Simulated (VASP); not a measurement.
Input of a VASP 6.6.1 run:

The input INCAR:

```
PREC = Accurate ; ENCUT = 520
EDIFF = 1E-6 ; ISMEAR = 0
SIGMA = 0.01 ; LREAL = Auto
LASPH = T ; NELM = 60
ALGO = Normal ; ISIF = 2
LWAVE = F ; LCHARG = F
GGA = PS ; NBANDS = 150
NELECT = 258.0
```

Contents of KPOINTS:

```
Automatic mesh
0
Gamma
  2 2 2
  0.5 0.5 0.5
```

File POSCAR:

```
Al4Ga13N15
1.0
   -4.4676279096      4.4676279096      4.4676279096
    4.4676279096     -4.4676279096      4.4676279096
    4.4676279096      4.4676279096     -4.4676279096
Al Ga N
4 13 15
Direct
   -0.0083753301     -0.0083753301     -0.0093110847
    0.5000000000      0.5000000000      0.0359069931
    0.5000000000      0.0083753301      0.4990642454
    0.0083753301      0.5000000000      0.4990642454
    0.2206339810      0.2206339810      0.4690624431
    0.7511276221      0.7511276221      0.5110623721
    0.7511745628      0.2596046971      0.0010681148
    0.2596046971      0.7511745628      0.0010681148
    0.2488723779      0.5000000000      0.2599347500
    0.7403953029     -0.0084301343      0.2414634177
    0.7793660190      0.5000000000      0.7484284622
    0.2488254372      0.0084301343      0.7498935520
    0.5000000000      0.2488723779      0.2599347500
   -0.0084301343      0.7403953029      0.2414634177
    0.0084301343      0.2488254372      0.7498935520
    0.5000000000      0.7793660190      0.7484284622
    0.5000000000      0.5000000000      0.7526512105
   -0.0001958610     -0.0001958610      0.7553318874
    0.0001958610      0.5000000000      0.2555277484
    0.5000000000      0.0001958610      0.2555277484
    0.5000000000      0.7660480637      0.4897656774
   -0.0186172841      0.2442865343      0.4892814073
    0.0186172841      0.7629038185      0.0078986914
    0.5000000000      0.2479541120      0.0116302659
    0.7660480637      0.5000000000      0.4897656774
    0.2442865343     -0.0186172841      0.4892814073
    0.2479541120      0.5000000000      0.0116302659
    0.7629038185      0.0186172841      0.0078986914
    0.2339519363      0.2339519363      0.2237176136
    0.7520458880      0.7520458880      0.2636761539
    0.7557134657      0.2370961815      0.7449948730
    0.2370961815      0.7557134657      0.7449948730
```

Potentials or basis: VASP PAW PBE potentials, release 64 (Al, Ga_d, N).

Run with:

```console
$ cat potpaw_PBE.64/Al/POTCAR potpaw_PBE.64/Ga_d/POTCAR potpaw_PBE.64/N/POTCAR > POTCAR
$ mpirun -np 1 vasp_std > vasp.out
```

(1) Predict the largest force.

## Answers

(1) 0.042 eV/Å.

Caveat: the cell carries a net charge on a neutralising background, which shifts energy and pressure; the PAW data sets were made with another functional, which shifts forces and pressure a little.
